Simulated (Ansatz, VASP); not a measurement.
Ag: VASP beside Ansatz

POSCAR

```
Ag
1.0
   -1.5314799500      1.5314799500      1.6556540000
    1.5314799500     -1.5314799500      1.6556540000
    1.5314799500      1.5314799500     -1.6556540000
Ag
1
Direct
    0.0000000000      0.0000000000      0.0000000000
```

File INCAR.step1:

```
SYSTEM = Ag
ALGO = Normal
EDIFF = 1E-4
ENCUT = 520
GGA = PE
ISMEAR = 0
LASPH = .True.
LCHARG = .False.
LREAL = .False.
LWAVE = .True.
NBANDS = 12
NELM = 80
PREC = Accurate
SIGMA = 0.15
```

INCAR.step2

```
SYSTEM = Ag
ALGO = Normal
EDIFF = 1E-6
ENCUT = 520
ISIF = 2
ISMEAR = 0
ISTART = 1
LASPH = .True.
LCHARG = .True.
LELF = .True.
LMIXTAU = .True.
LREAL = .False.
LVHAR = .True.
LWAVE = .False.
METAGGA = R2SCAN
NBANDS = 12
NELM = 80
PREC = Accurate
SIGMA = 0.15
```

The input KPOINTS:

```
k-points
0
Gamma
  20 20 20
  0 0 0
```

Input for Ansatz:

```yaml
crystal:
  lattice:
    - [-1.53147995, 1.53147995, 1.655654]
    - [1.53147995, -1.53147995, 1.655654]
    - [1.53147995, 1.53147995, -1.655654]
  atoms:
    - { symbol: Ag, position: [0.0, 0.0, 0.0] }
basis:
  ecutwfc: 500
kpoints:
  mp_grid: { grid: [20, 20, 20] }
hamiltonian:
  xc: r2scan
scf:
  occupations: { method: gaussian, width: 0.15 }
output:
  forces: true
  stress: true
  eigenvalues: true
  write_density: true
  write_potential: true
  elf: true
  volumetric_format: npy
```

Change from the starting cell: strain -0.0750 x Voigt [1, 1, 0, 0, 0, 0], atoms carried along.

Alike in both runs: task single point; functional r2SCAN; k mesh 20 × 20 × 20; occupations gaussian, width 0.15 eV; no spin polarisation.

|  | VASP | Ansatz |
| --- | --- | --- |
| version | VASP 6.6.1 | Ansatz 0.2.0 |
| potentials or method | VASP PAW PBE potentials, release 64 (Ag), cutoff 520 eV | scalar-relativistic, plane waves, PAW |
| valence electrons in the cell | 11 | 19 |

VASP gave:

| Quantity | Value |
| --- | --- |
| gap on the k mesh at the Fermi level (eV) | none |
| pressure (GPa) | 16.3 |
| traceless stress, the component that is largest in VASP (GPa) | 1.14 |

Q: Estimate Ansatz's values.

A: gap on the k mesh at the Fermi level (eV): none; pressure (GPa): 15.9; traceless stress, the component that is largest in VASP (GPa): 1.13.

VASP's potentials were made for PBE, not for r2SCAN. A gap of «none» marks a metal or a gap that the smearing closes. With one functional, cell and mesh, what is left measures potentials, basis and numerics. VASP's potentials hold 11 valence electrons a cell and Ansatz's 19, so a difference there can come from the potentials and not from the codes.
